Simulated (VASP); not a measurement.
NaAgPtC6N6, 15 atoms in the cell. Symmetry: F-43m, No. 216, cubic system. The conventional cell has a = 11.228 Å, b = 11.228 Å, c = 11.228 Å, α = 90.00°, β = 90.00°, γ = 90.00°. Na (site symmetry -43m) has 12 C at 3.99 Å and 12 N at 4.05 Å and 4 Ag at 4.86 Å and 4 Pt at 4.86 Å within 5.2 Å. Within 3.2 Å of Ag (site symmetry -43m) lie 6 C at 2.43 Å. Pt (site symmetry -43m) has 6 N at 2.01 Å within 2.7 Å. C (site symmetry 2mm) has 1 N at 1.17 Å within 1.6 Å. N (site symmetry 2mm) has 1 C at 1.17 Å within 1.6 Å. 

| Quantity | Value |
| --- | --- |
| Program | VASP 6.6.1 |
| Task | single point |
| Functional | PBE |
| Potentials or basis | VASP PAW PBE potentials, release 64 (Na_sv, Ag_sv_GW, Pt_sv_GW, C, N) |
| Cutoff | 1130 eV |
| k mesh | 4 × 4 × 4 |
| Occupations | gaussian, width 0.02 eV |
| Spin | no spin polarisation |
| Dipole correction | no |
| Further INCAR settings | LREAL = Auto; ALGO = Normal; EDIFF = 1e-06; NBANDS = 63 |

Potentials or basis: VASP PAW PBE potentials, release 64 (Na_sv, Ag_sv_GW, Pt_sv_GW, C, N).

Command:

```console
$ cat potpaw_PBE.64/Na_sv/POTCAR potpaw_PBE.64/Ag_sv_GW/POTCAR potpaw_PBE.64/Pt_sv_GW/POTCAR potpaw_PBE.64/C/POTCAR potpaw_PBE.64/N/POTCAR > POTCAR
$ mpirun -np 1 vasp_std > vasp.out
```

Hardware: 1 thread of AMD EPYC 9R45 96-Core Processor (Zen 5), with other jobs on the host.

**Question.** Estimate the wall time of this run.

**Answer.** It took 16 min on 1 thread of AMD EPYC 9R45 96-Core Processor (Zen 5), with other jobs on the host, peak memory 1.5 GiB. Counts: scf iterations 19, k points 8.
